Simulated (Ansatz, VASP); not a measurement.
# ZnS in VASP and in Ansatz

```
CELL_PARAMETERS angstrom
1.93702 3.35501 0.00000
-1.93702 3.35501 0.00000
0.00000 0.00000 12.65614
ATOMIC_POSITIONS crystal
Zn 0.00000 0.00000 0.00000
Zn 0.00000 0.00000 0.50000
Zn 0.33333 0.33334 0.25000
Zn 0.66666 0.66667 0.75000
S 0.00000 0.00000 0.18750
S 0.00000 0.00000 0.68750
S 0.33333 0.33334 0.43750
S 0.66666 0.66667 0.93750
```

Alike in both runs: task single point; functional PBEsol; k mesh 8 × 8 × 3; occupations methfessel-paxton of order 1, width 0.0493 eV; no spin polarisation.

```csv
,VASP,Ansatz
version,VASP 6.6.1,Ansatz 0.2.0
potentials or method,"VASP PAW PBE potentials, release 64 (Zn, S), cutoff 520 eV",PAW plane waves
valence electrons in the cell,72,72
```

|  | VASP | Ansatz | Ansatz less VASP |
| --- | --- | --- | --- |
| gap on the k mesh at the Fermi level (eV) | 1.84 | 1.83 | -0.003 |
| pressure (GPa) | -4.4 | -4.6 | -0.16 |
| traceless stress, the component that is largest in VASP (GPa) | 0.11 | 0.10 | -0.010 |
| rms of the force components (eV/Å) | 0.011 | 0.011 | 0.0000 |

VASP's potentials were made for PBE, not for PBEsol. Atom by atom the forces differ by 0.000 eV/Å (rms over components). Ansatz's warnings: structure snapped to symmetry.
